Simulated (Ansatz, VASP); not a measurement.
## One calculation of MnS, two programs

File INCAR:

```
ALGO     = Normal         # electronic algorithm
EDIFF    = 1E-6           # SCF threshold, eV
ENCUT    = 520            # plane-wave cutoff, eV
GGA      = PE             # functional
ISIF     = 2              # what is computed and relaxed
ISMEAR   = 0              # smearing method
ISPIN    = 2              # spin polarisation
LASPH    = T              # aspherical terms in the spheres
LCHARG   = F              # write CHGCAR
LMAXMIX  = 4              # l up to which the mixer works
LORBIT   = 11             # projections on sites
LREAL    = F              # projectors in reciprocal space
LWAVE    = F              # write WAVECAR
MAGMOM   = 4.47 0         # initial moments
NBANDS   = 20             # bands
NELM     = 150            # most SCF steps
PREC     = Accurate       # precision mode
SIGMA    = 0.05           # smearing width, eV
```

KPOINTS

```
k-points
0
Gamma
  6 6 6
```

File POSCAR:

```
MnS
1.0
    0.0000000000      2.5425827984      2.5425827984
    2.5425827984      0.0000000000      2.5425827984
    2.5425827984      2.5425827984      0.0000000000
Mn S
1 1
Direct
    0.0000000000      0.0000000000      0.0000000000
    0.5000000000      0.5000000000      0.5000000000
```

Input for Ansatz:

```yaml
crystal:
  lattice:
    - [0.0, 2.5425827984, 2.5425827984]
    - [2.5425827984, 0.0, 2.5425827984]
    - [2.5425827984, 2.5425827984, 0.0]
  atoms:
    - { symbol: Mn, position: [0.0, 0.0, 0.0], spin: 4.47 }
    - { symbol: S, position: [0.5, 0.5, 0.5] }
basis:
  ecutwfc: 420
  ecutrho_ratio: 4
kpoints:
  mp_grid: { grid: [6, 6, 6] }
hamiltonian:
  xc: pbe
scf:
  occupations: { method: gaussian, width: 0.05 }
output:
  forces: true
  stress: true
  eigenvalues: true
  populations: true
magnetization:
  spin_polarized: true
```

Alike in both runs: task single point; functional PBE; k mesh 6 × 6 × 6; occupations gaussian, width 0.05 eV; collinear spin.

```csv
,VASP,Ansatz
version,VASP 6.6.1,Ansatz 0.2.0
potentials or method,"VASP PAW PBE potentials, release 64 (Mn_pv, S), cutoff 520 eV","scalar-relativistic, plane waves, PAW"
valence electrons in the cell,19,21
```

Ansatz gave:

| Property | Result |
| --- | --- |
| gap on the k mesh at the Fermi level (eV) | none |
| pressure (GPa) | 0.0 |
| net moment per atom (μB) | 2.22 |
| size of the moment on the site where the two differ most (μB) | 4.00 |

**Question.** Estimate VASP's values.

**Answer.** gap on the k mesh at the Fermi level (eV): none; pressure (GPa): 0.0; net moment per atom (μB): 2.22; size of the moment on the site where the two differ most (μB): 4.07.

Site moments also hang on the region over which each program counts them. A gap of «none» marks a metal or a gap that the smearing closes. VASP's potentials hold 19 valence electrons a cell and Ansatz's 21, so a difference there can come from the potentials and not from the codes.
